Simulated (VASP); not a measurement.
Wanted: the native input for a VASP 6.6.1 run.

```yaml
Task: single point
Functional: PBE
Potentials_or_basis: VASP PAW PBE potentials, release 64 (Y_sv)
Cutoff: 500 eV
k_mesh: 18 × 18 × 10
Occupations: gaussian, width 0.1 eV
Spin: no spin polarisation
Dipole_correction: no
Further_INCAR_settings: ALGO = Normal; EDIFF = 1e-06; NBANDS = 18
```

The structure of Y lies in POSCAR:

```
Y
1.0
    3.6474000000      0.0000000000      0.0000000000
   -1.8237000000      3.1587410578      0.0000000000
    0.0000000000      0.0000000000      5.7306000000
Y
2
Direct
    0.3333333333      0.6666666667      0.2500000000
    0.6666666667      0.3333333333      0.7500000000
```

The input as run:

INCAR

```
  PREC = Accurate
  ENCUT = 500
  EDIFF = 1E-6
  ISMEAR = 0
  SIGMA = 0.1
  LREAL = False
  LASPH = True
  NELM = 120
  ALGO = Normal
  ISIF = 2
  LWAVE = False
  LCHARG = True
  GGA = PE
  LELF = True
  LVHAR = True
  NBANDS = 18
  GGA_COMPAT = False
```

KPOINTS

```
regular mesh
0
Gamma
  18 18 10
```

Potentials or basis: VASP PAW PBE potentials, release 64 (Y_sv).

Launch:

```sh
$ cat potpaw_PBE.64/Y_sv/POTCAR > POTCAR
$ mpirun -np 1 vasp_std > vasp.out
```

It gave:

```json
{
 "Pressure": "-0.3 GPa",
 "Band gap on the k mesh": "zero (bands 11 and 12 overlap by 1.42 eV)"
}
```

Wall time 3.6 min on 1 thread of Intel(R) Xeon(R) 6975P-C (Granite Rapids), with other jobs on the host, peak memory 0.35 GiB.
